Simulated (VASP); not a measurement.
GeW:

```
Ge W
1.0
     1.66592   -2.34178    0.00000
     1.66592    2.34178    0.00000
     0.00000    0.00000    4.73634
Ge W
1 1
Direct
  0.00000 0.00000 0.00000
  0.50000 0.50000 0.50000
```

The cell was built from a structure type or drawn by symmetry, and may not be a known phase.

- Program: VASP 6.6.1
- Task: relaxation of cell and atoms
- Functional: PBE
- Potentials or basis: VASP PAW PBE potentials, release 64 (Ge_d, W_sv)
- Cutoff: 500 eV
- k mesh: 7 × 7 × 4
- Occupations: gaussian, width 0.2 eV
- Spin: no spin polarisation

At the start: pressure -17.8 GPa; volume 18.48 Å³/atom.

Question: How do energy, volume and symmetry change on relaxing?

Answer: Over 7 steps the energy falls by 289.7 meV/atom and the volume is 15.93 Å³/atom (-13.8 %); space group Cmmm (No. 65, to 0.1 Å) before and after.

The path:
| step | energy change (eV) | largest force (eV/Å) | pressure (GPa) | volume (Å³) |
| --- | --- | --- | --- | --- |
| 1 | 0.0000 | 0.0000 | -17.82 | 36.95 |
| 2 | 0.0535 | 0.0000 | 46.97 | 26.94 |
| 3 | -0.4586 | 0.0000 | 3.21 | 31.34 |
| 4 | -0.5295 | 0.0000 | 8.02 | 30.84 |
| 5 | -0.5657 | 0.0000 | 5.20 | 31.04 |
| 6 | -0.5571 | 0.0000 | -6.08 | 32.97 |
| 7 | -0.5794 | 0.0000 | -0.10 | 31.86 |

Final structure:
```
Ge W
1.0
     1.59358   -2.38606    0.00000
     1.59358    2.38606    0.00000
     0.00000    0.00000    4.18990
Ge W
1 1
Direct
  0.00000 0.00000 0.00000
  0.50000 0.50000 0.50000
```
